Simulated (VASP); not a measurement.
# LiSi16 (a cell with a defect) in VASP: notebook

The runs below take LiSi16 (a cell with a defect) through single point, with PBE.

Program: VASP 6.6.1. These are calculated values, not measurements. Logs are shortened: lines on timing, memory, paths and dates and some standing lists are left out, and cuts for length are marked.

**1. The cell of the first run**

The cell holds a defect, 17 atoms: a = 7.679 Å, b = 7.679 Å, c = 7.679 Å, α = 60.00°, β = 60.00°, γ = 60.00°.

**2. Single point, PBE, collinear spin, zero start**

Input file INCAR:

```
  PREC = Accurate
  ENCUT = 520
  EDIFF = 1E-6
  ISMEAR = 0
  SIGMA = 0.05
  LREAL = Auto
  LASPH = T
  NELM = 150
  ALGO = Normal
  ISIF = 2
  LWAVE = F
  LCHARG = F
  ISPIN = 2
  MAGMOM = 0 0 0 0 0 0 0 0 0 0 0 0 0 0 0 0 0
  LORBIT = 11
  GGA = PE
  NBANDS = 52
```

Input file KPOINTS:

```
Automatic mesh
0
Gamma
  2 2 2
```

Input file POSCAR:

```
LiSi16
1.0
    0.0000000000      5.4300000000      5.4300000000
    5.4300000000      0.0000000000      5.4300000000
    5.4300000000      5.4300000000      0.0000000000
Si Li
16 1
Direct
   -0.0015724678     -0.0004247698      0.0046958564
    0.1127058932      0.1218132597      0.1441786372
    0.0004208103      0.0102576427      0.5099718232
    0.1304126151      0.1304761510      0.6301881215
   -0.0164504604      0.5075521179      0.0072666667
    0.1219829650      0.6250883057      0.1248008287
   -0.0015732044      0.5049837017      0.4992877532
    0.1127047882      0.6444648250      0.6215278085
    0.4976015654     -0.0063266114      0.0060118785
    0.6241007366      0.1228351750      0.1237813996
    0.5048383978     -0.0014396869      0.4982709945
    0.6339184162      0.1219627993      0.6216755064
    0.4942111418      0.4952741252     -0.0050151934
    0.6120559853      0.6222585635      0.1219716390
    0.4976006446      0.5062989871      0.4933866483
    0.6240999079      0.6240709945      0.6225459484
    0.2737784530      0.2868523020      0.7865662983
```

Potentials or basis: VASP PAW PBE potentials, release 64 (Si, Li_sv).

Run with:

```sh
$ cat potpaw_PBE.64/Si/POTCAR potpaw_PBE.64/Li_sv/POTCAR > POTCAR
$ mpirun -np 1 vasp_std > vasp.out
```

OUTCAR:

```text
PREC = Accurate
   ENCUT = 520
   EDIFF = 1E-6
   ISMEAR = 0
   LREAL = Auto
   LASPH = T
   NELM = 150
   ISIF = 2
   ISPIN = 2
   LORBIT = 11
   GGA = PE

 ion  position               nearest neighbor table
   1  0.998  1.000  0.005-  10 2.35   6 2.35   4 2.35   2 2.36
   2  0.113  0.122  0.144-   3 2.30  17 2.32   1 2.36   9 2.41   5 2.42
   3  0.000  0.010  0.510-   8 2.30   2 2.30  12 2.30   4 2.32
   4  0.130  0.130  0.630-   3 2.32  11 2.35   7 2.35   1 2.35  17 2.86
   5  0.984  0.508  0.007-  14 2.33   6 2.34   2 2.42   8 2.42  17 2.46
   6  0.122  0.625  0.125-  13 2.34   5 2.34   7 2.35   1 2.35
   7  0.998  0.505  0.499-  16 2.35   6 2.35   4 2.35   8 2.36
   8  0.113  0.644  0.622-   3 2.30  17 2.32   7 2.36  15 2.41   5 2.42
   9  0.498  0.994  0.006-  14 2.33  10 2.34  12 2.41   2 2.41  17 2.47
  10  0.624  0.123  0.124-  13 2.34   9 2.34   1 2.35  11 2.35
  11  0.505  0.999  0.498-  16 2.35  10 2.35   4 2.35  12 2.36
  12  0.634  0.122  0.622-   3 2.30  17 2.34  11 2.36  15 2.41   9 2.41
  13  0.494  0.495  0.995-  14 2.33   6 2.34  16 2.34  10 2.34
  14  0.612  0.622  0.122-   9 2.33  15 2.33  13 2.33   5 2.33
  15  0.498  0.506  0.493-  14 2.33  16 2.34  12 2.41   8 2.41  17 2.47
  16  0.624  0.624  0.623-  13 2.34  15 2.34   7 2.35  11 2.35
  17  0.274  0.287  0.787-   2 2.32   8 2.32  12 2.34   5 2.46   9 2.47  15 2.47   4 2.86

  LATTYP: Found a face centered cubic cell.
 ALAT       =    10.8600000000

  Lattice vectors:

 A1 = (   0.0000000000,   5.4300000000,   5.4300000000)
 A2 = (   5.4300000000,   0.0000000000,   5.4300000000)
 A3 = (   5.4300000000,   5.4300000000,   0.0000000000)

Analysis of symmetry for initial positions (statically):
=====================================================================
 Subroutine PRICEL returns:
 Original cell was already a primitive cell.

 Routine SETGRP: Setting up the symmetry group for a
 face centered cubic supercell.

 Subroutine GETGRP returns: Found  2 space group operations
 (whereof  1 operations were pure point group operations)
 out of a pool of 48 trial point group operations.

The static configuration has the point symmetry C_1 .
 The point group associated with its full space group is C_1h.

Analysis of symmetry for dynamics (positions and initial velocities):
=====================================================================
 Subroutine PRICEL returns:
 Original cell was already a primitive cell.

 Routine SETGRP: Setting up the symmetry group for a
 face centered cubic supercell.

 Subroutine GETGRP returns: Found  2 space group operations
 (whereof  1 operations were pure point group operations)
 out of a pool of 48 trial point group operations.

The dynamic configuration has the point symmetry C_1 .
 The point group associated with its full space group is C_1h.

Analysis of structural, dynamic, and magnetic symmetry:
=====================================================================
 Subroutine PRICEL returns:
 Original cell was already a primitive cell.

 Routine SETGRP: Setting up the symmetry group for a
 face centered cubic supercell.

 Subroutine GETGRP returns: Found  2 space group operations
 (whereof  1 operations were pure point group operations)
 out of a pool of 48 trial point group operations.

The overall configuration has the point symmetry C_1 .
 The point group associated with its full space group is C_1h.

 Subroutine INISYM returns: Found  2 space group operations
 (whereof  1 operations are pure point group operations),
 and found     1 'primitive' translations

----------------------------------------------------------------------------------------

                                     Primitive cell

  volume of cell :     320.2060

  direct lattice vectors                    reciprocal lattice vectors
     0.000000000  5.430000000  5.430000000    -0.092081031  0.092081031  0.092081031
     5.430000000  0.000000000  5.430000000     0.092081031 -0.092081031  0.092081031
     5.430000000  5.430000000  0.000000000     0.092081031  0.092081031 -0.092081031

  length of vectors
     7.679179644  7.679179644  7.679179644     0.159489025  0.159489025  0.159489025

  position of ions in fractional coordinates (direct lattice)
     0.998427532  0.999575230  0.004695856
     0.112705893  0.121813260  0.144178637
     0.000420810  0.010257643  0.509971823
     0.130412615  0.130476151  0.630188121
     0.983549540  0.507552118  0.007266667
     0.121982965  0.625088306  0.124800829
[... 9 lines left out ...]
     0.624099908  0.624070995  0.622545948
     0.273778453  0.286852302  0.786566298

  ion indices of the primitive-cell ions
   primitive index   ion index
                 1           1
                 2           2
                 3           3
                 4           4
                 5           5
                 6           6
[... 9 lines left out ...]
                16          16
                17          17

----------------------------------------------------------------------------------------

 KPOINTS: Automatic mesh

Automatic generation of k-mesh.
 Grid dimensions read from file:
 generate k-points for:    2    2    2

 Generating k-lattice:

  Cartesian coordinates                     Fractional coordinates (reciprocal lattice)
    -0.046040516  0.046040516  0.046040516     0.500000000  0.000000000  0.000000000
     0.046040516 -0.046040516  0.046040516     0.000000000  0.500000000  0.000000000
     0.046040516  0.046040516 -0.046040516     0.000000000  0.000000000  0.500000000

  Length of vectors
     0.079744512  0.079744512  0.079744512

  Shift w.r.t. Gamma in fractional coordinates (k-lattice)
     0.000000000  0.000000000  0.000000000

 Subroutine IBZKPT returns following result:
 ===========================================

 Found      6 irreducible k-points:

 Following reciprocal coordinates:
            Coordinates               Weight
  0.000000  0.000000  0.000000      1.000000
  0.500000  0.000000  0.000000      1.000000
  0.000000  0.500000  0.000000      2.000000
  0.500000  0.500000  0.500000      1.000000
  0.500000  0.500000  0.000000      2.000000
  0.000000  0.500000  0.500000      1.000000
   k-points           NKPTS =      6   k-points in BZ     NKDIM =      6   number of bands    NBANDS=     52
   number of dos      NEDOS =    301   number of ions     NIONS =     17
   total plane-waves  NPLWV = 216000
   dimension x,y,z NGX =    60 NGY =   60 NGZ =   60
   dimension x,y,z NGXF=   120 NGYF=  120 NGZF=  120
   ions per type =              16   1
   NGX,Y,Z   is equivalent  to a cutoff of  12.99, 12.99, 12.99 a.u.
   NGXF,Y,Z  is equivalent  to a cutoff of  25.98, 25.98, 25.98 a.u.
 SYSTEM =  unknown system
   PREC   = accura    normal or accurate (medium, high low for compatibility)
   ISTART =      0    job   : 0-new  1-cont  2-samecut
   ICHARG =      2    charge: 1-file 2-atom 10-const
   ISPIN  =      2    spin polarized calculation?
   LNONCOLLINEAR =      F non collinear calculations
   LSORBIT =      F    spin-orbit coupling
   LASPH  =      T    aspherical Exc in radial PAW
   ENCUT  =  520.0 eV  38.22 Ry    6.18 a.u.  14.28 14.28 14.28*2*pi/ulx,y,z
   NELM   =    150;   NELMIN=  2; NELMDL= -5     # of ELM steps
   EDIFF  = 0.1E-05   stopping-criterion for ELM
   LREAL  =      T    real-space projection
   EDIFFG = 0.1E-04   stopping-criterion for IOM
   NSW    =      0    number of steps for IOM
   IBRION =     -1    ionic relax: 0-MD 1-quasi-New 2-CG
   NFREE  =      0    steps in history (QN), initial steepest desc. (CG)
   ISIF   =      2    stress and relaxation
   ISYM   =      2    0-nonsym 1-usesym 2-fastsym
   POTIM  = 0.5000    time-step for ionic-motion
   TEBEG  =    0.0;   TEEND  =   0.0 temperature during run
   PSTRESS=    0.0 pullay stress
   NELECT =      67.0000    total number of electrons
   NUPDOWN=      -1.0000    fix difference up-down
   EMIN   =  10.00;   EMAX   =-10.00  energy-range for DOS
   EFERMI =   0.00;   METHOD = LEGACY
   ISMEAR =     0;   SIGMA  =   0.05  broadening in eV -4-tet -1-fermi 0-gaus
   EFERMI_NEDOS =   21; number of points for ismear=-14 and -15
   IALGO  =     38    algorithm
   IMIX   =      4    mixing-type and parameters
     AMIX     =   0.40;   BMIX     =  1.00
     AMIX_MAG =   1.60;   BMIX_MAG =  1.00
  volume/ion in A,a.u.               =      18.84       127.11
  Fermi-wavevector in a.u.,A,eV,Ry     =   0.971904  1.836632 12.852022  0.944597
  Thomas-Fermi vector in A             =   2.102159
   LORBIT       =     11    0 simple, 1 ext, 2 COOP (PROOUT), +10 PAW based schemes
   GGA     = PE    functional components
   LHFCALC =     F    Hartree Fock is set to
   AEXX    =    0.0000 exact exchange contribution
   IVDW    =     0    specifies the selected vdW correction
   LEPSILON=     F    determine dielectric tensor
   LRPA    =     F    only Hartree local field effects (RPA)
 spin polarized calculation
 Gauss-broadening in eV      SIGMA  =   0.05
  energy-cutoff  :      520.00
  volume of cell :      320.21
 maximum number of plane-waves:      8646
 NGX is ok and might be reduce to    60
   NGX = 29   NGY = 29   NGZ = 29

 number of electron      67.0000000 magnetization       0.0000224

 Free energy of the ion-electron system (eV)
  ---------------------------------------------------
  ext. energy  EPLUGINS =         0.00000000
  ---------------------------------------------------
  free energy    TOTEN  =       -86.58668125 eV

  energy without entropy =      -86.57876198  energy(sigma->0) =      -86.58272162

 E-fermi :   6.6746     XC(G=0):  -9.5287

 val. band max:        6.6739507767   @ k =   0.0000   0.0000   0.0000
 cond. band min:       6.8181145946   @ k =   0.0000   0.0000   0.0000
 fundamental gap:      0.1441638179
 Fermi energy:         6.6745570704

 spin component 1

 k-point     1 :       0.0000    0.0000    0.0000
  band No.  band energies     occupation
      1     -40.3144      1.00000
      2      -5.9729      1.00000
      3      -3.7401      1.00000
      4      -3.6565      1.00000
      5      -3.6512      1.00000
      6      -3.6260      1.00000
[... 277 lines left out ...]
     44      10.2350      0.00000
     45      10.2475      0.00000
 Fermi energy:         6.6745570704

 spin component 2

 k-point     1 :       0.0000    0.0000    0.0000
  band No.  band energies     occupation
      1     -40.3144      1.00000
      2      -5.9729      1.00000
      3      -3.7401      1.00000
      4      -3.6565      1.00000
      5      -3.6512      1.00000
      6      -3.6260      1.00000
[... 277 lines left out ...]
     44      10.2350      0.00000
     45      10.2475      0.00000
 [bands above 45 left out]

------------------------ aborting loop because EDIFF is reached ----------------------------------------

  FORCE on cell =-STRESS in cart. coord.  units (eV):
  Direction    XX          YY          ZZ          XY          YZ          ZX
  --------------------------------------------------------------------------------------
  -------------------------------------------------------------------------------------
  Total        7.7294494      7.6961248      7.6961248     -0.6240111     -0.7336167     -0.6240112
  in kB       38.6749407     38.5081985     38.5081985     -3.1222913     -3.6707118     -3.1222916
  external PRESSURE =      38.5637792 kB  Pullay stress =       0.0000000 kB

 VOLUME and BASIS-vectors are now :
 -----------------------------------------------------------------------------
  energy-cutoff  :      520.00
  volume of cell :      320.21
      direct lattice vectors                 reciprocal lattice vectors
     0.000000000  5.430000000  5.430000000    -0.092081031  0.092081031  0.092081031
     5.430000000  0.000000000  5.430000000     0.092081031 -0.092081031  0.092081031
     5.430000000  5.430000000  0.000000000     0.092081031  0.092081031 -0.092081031

 POSITION                                       TOTAL-FORCE (eV/Angst)
 -----------------------------------------------------------------------------------
      5.45319      5.44696     10.84915         0.049323      0.034803      0.005492
      1.44434      1.39488      1.27344         0.038164      0.033857      0.034647
      2.82485      2.77143      0.05798         0.055397      0.026429      0.026429
      4.13041      4.13006      1.41663         0.038480      0.023584      0.023584
      2.79547      5.38013      8.09668        -0.026816      0.034314      0.034314
      4.07190      1.34004      4.05660         0.021592      0.000952      0.000952
[... 9 lines left out ...]
      6.76913      6.76929      6.77757         0.046281      0.013926      0.003668
      5.82866      5.75767      3.04422        -0.441923     -0.361292     -0.361292
 -----------------------------------------------------------------------------------
    total drift:                               -0.006818      0.001887     -0.004047

  FREE ENERGIE OF THE ION-ELECTRON SYSTEM (eV)
  ---------------------------------------------------
  free  energy   TOTEN  =       -86.5866812546 eV

  energy  without entropy=      -86.5787619807  energy(sigma->0) =      -86.58272162

 total charge

# of ion       s       p       d       tot
------------------------------------------
    1        0.739   0.951   0.000   1.690
    2        0.747   0.958   0.000   1.705
    3        0.738   0.974   0.000   1.712
    4        0.739   0.964   0.000   1.703
    5        0.742   0.947   0.000   1.689
    6        0.741   0.956   0.000   1.697
[... 9 lines left out ...]
   16        0.741   0.956   0.000   1.697
   17        2.037   0.104   0.000   2.140
--------------------------------------------------
tot         13.896  15.406   0.000  29.302

 magnetization (x)

# of ion       s       p       d       tot
------------------------------------------
    1        0.000   0.000   0.000   0.000
    2        0.000   0.000   0.000   0.000
    3        0.000  -0.000   0.000   0.000
    4       -0.000   0.000   0.000   0.000
    5        0.000  -0.000   0.000   0.000
    6        0.000   0.000   0.000   0.000
[... 9 lines left out ...]
   16       -0.000  -0.000   0.000  -0.000
   17        0.000  -0.000   0.000  -0.000
--------------------------------------------------
tot          0.000   0.000   0.000   0.000
```

Wall time 2.8 min (1 thread of Intel Xeon 6975P-C (Granite Rapids), shared host); peak memory 0.67 GiB.

Results:

- Free energy: -86.5867 eV
- Largest force: 0.676 eV/Å
- Net moment: 0.00 μB per cell
- Valence electrons inside the program's atomic spheres: Si 1.69, 1.71, 1.70 (each value once); Li 2.14

Forces on the atoms (eV/Å):
```
Si   0.049  0.035  0.005
Si   0.038  0.034  0.035
Si   0.055  0.026  0.026
Si   0.038  0.024  0.024
Si  -0.027  0.034  0.034
Si   0.022  0.001  0.001
Si   0.049  0.005  0.035
Si   0.038  0.035  0.034
Si   0.024  0.007  0.012
Si   0.046  0.004  0.014
Si   0.032  0.018  0.018
Si  -0.010  0.067  0.067
Si   0.016  0.005  0.005
Si   0.000  0.041  0.041
Si   0.024  0.012  0.007
Si   0.046  0.014  0.004
Li  -0.442 -0.361 -0.361
```

Caveat: the k points lie up to 0.50 Å⁻¹ apart; the cutoff is under 1.25 times the usual one of these potentials, so pressure, stress and relaxed cells hold a basis-set (Pulay) error.

**3. Single point, PBE, collinear spin, zero start**

Input file INCAR:

```
PREC     = Accurate       # precision mode
ENCUT    = 520            # plane-wave cutoff, eV
EDIFF    = 1E-7           # SCF threshold, eV
ISMEAR   = 0              # smearing method
SIGMA    = 0.05           # smearing width, eV
LREAL    = Auto         
LASPH    = True           # aspherical terms in the spheres
NELM     = 150            # most SCF steps
ALGO     = Normal         # electronic algorithm
ISIF     = 2              # what is computed and relaxed
LWAVE    = False          # write WAVECAR
LCHARG   = False          # write CHGCAR
ISPIN    = 2              # spin polarisation
MAGMOM   = 0 0 0 0 0 0 0 0 0 0 0 0 0 0 0 0 0 # initial moments
LORBIT   = 11             # projections on sites
GGA      = PE             # functional
NBANDS   = 52             # bands
```

KPOINTS is that of step 2.

Input file POSCAR:

```
LiSi16
1.0
    0.0000000000      5.4300000000      5.4300000000
    5.4300000000      0.0000000000      5.4300000000
    5.4300000000      5.4300000000      0.0000000000
Si Li
16 1
Direct
    0.0001935543     -0.0022022099     -0.0016373849
    0.1156920810      0.1208057090      0.1332878453
   -0.0000398711      0.0051803867      0.5050557090
    0.1298500921      0.1262337017      0.6261075506
   -0.0220765193      0.5055472376      0.0054232965
    0.1191865562      0.6231917127      0.1230661142
    0.0001930018      0.4984887661      0.4976720074
    0.1156914365      0.6334124309      0.6206816759
    0.5000871087     -0.0157545120      0.0054451197
    0.6257813996      0.1173265193      0.1227845304
    0.5021099448     -0.0026686924      0.4972034991
    0.6279966851      0.1212942910      0.6211686924
    0.4942177716      0.4920109576     -0.0081164825
    0.6121215470      0.6181607735      0.1180359116
    0.5000864641      0.5055706262      0.4841205341
    0.6257808471      0.6229123389      0.6171990792
    0.3387988029      0.3462617864      0.8461372928
```

Potentials or basis: VASP PAW PBE potentials, release 64 (Si, Li_sv).

Run with:

```sh
$ cat potpaw_PBE.64/Si/POTCAR potpaw_PBE.64/Li_sv/POTCAR > POTCAR
$ mpirun -np 1 vasp_std > vasp.out
```

Wall time 2.7 min (1 thread of Intel Xeon 6975P-C (Granite Rapids), shared host); peak memory 0.69 GiB.

It converged, with:

* Free energy: -86.6321 eV
* Largest force: 0.672 eV/Å
* Net moment: 0.00 μB per cell
* Valence electrons inside the program's atomic spheres: Si 1.70, 1.69, 1.71 (each value once); Li 2.14

Forces on the atoms (eV/Å):
```
Si  -0.004 -0.021 -0.019
Si  -0.032 -0.029  0.014
Si  -0.036 -0.013 -0.013
Si   0.004 -0.022 -0.022
Si  -0.044 -0.028 -0.028
Si  -0.010 -0.045 -0.045
Si  -0.004 -0.019 -0.021
Si  -0.032  0.014 -0.029
Si  -0.063 -0.013 -0.041
Si  -0.017 -0.022 -0.044
Si   0.014 -0.029 -0.029
Si  -0.008 -0.019 -0.019
Si  -0.019 -0.033 -0.033
Si  -0.033 -0.034 -0.034
Si  -0.063 -0.041 -0.013
Si  -0.017 -0.044 -0.022
Li   0.364  0.399  0.399
```

Levels at points of the mesh, in eV from the Fermi level:
Spin up:
| k point | band 30 | band 31 | band 32 | band 33 | band 34 | band 35 | band 36 | band 37 |
| --- | --- | --- | --- | --- | --- | --- | --- | --- |
| (0.00, 0.00, 0.00) | -1.75 | -0.72 | -0.67 | -0.67 | -0.26 | -0.07 | -0.07 | -0.01 |
| (0.50, 0.00, 0.00) | -1.50 | -1.50 | -1.44 | -1.41 | 0.44 | 0.59 | 0.79 | 0.81 |
| (0.00, 0.50, 0.00) | -1.50 | -1.50 | -1.44 | -1.41 | 0.48 | 0.58 | 0.74 | 0.79 |
| (0.50, 0.50, 0.50) | -1.48 | -1.47 | -1.41 | -1.41 | 0.60 | 0.61 | 0.62 | 0.93 |
| (0.50, 0.50, 0.00) | -2.08 | -2.07 | -2.00 | -1.95 | 0.33 | 0.41 | 1.49 | 1.59 |
| (0.00, 0.50, 0.50) | -2.07 | -2.07 | -2.00 | -1.95 | 0.32 | 0.41 | 1.49 | 1.58 |
Spin down:
| k point | band 30 | band 31 | band 32 | band 33 | band 34 | band 35 | band 36 | band 37 |
| --- | --- | --- | --- | --- | --- | --- | --- | --- |
| (0.00, 0.00, 0.00) | -1.75 | -0.72 | -0.67 | -0.67 | -0.26 | -0.07 | -0.07 | -0.01 |
| (0.50, 0.00, 0.00) | -1.50 | -1.50 | -1.44 | -1.41 | 0.44 | 0.59 | 0.79 | 0.81 |
| (0.00, 0.50, 0.00) | -1.50 | -1.50 | -1.44 | -1.41 | 0.48 | 0.58 | 0.74 | 0.79 |
| (0.50, 0.50, 0.50) | -1.48 | -1.47 | -1.41 | -1.41 | 0.60 | 0.61 | 0.62 | 0.93 |
| (0.50, 0.50, 0.00) | -2.08 | -2.07 | -2.00 | -1.95 | 0.33 | 0.41 | 1.49 | 1.59 |
| (0.00, 0.50, 0.50) | -2.07 | -2.07 | -2.00 | -1.95 | 0.32 | 0.41 | 1.49 | 1.58 |

Caveat: the k points lie up to 0.50 Å⁻¹ apart; the cutoff is under 1.25 times the usual one of these potentials, so pressure, stress and relaxed cells hold a basis-set (Pulay) error.
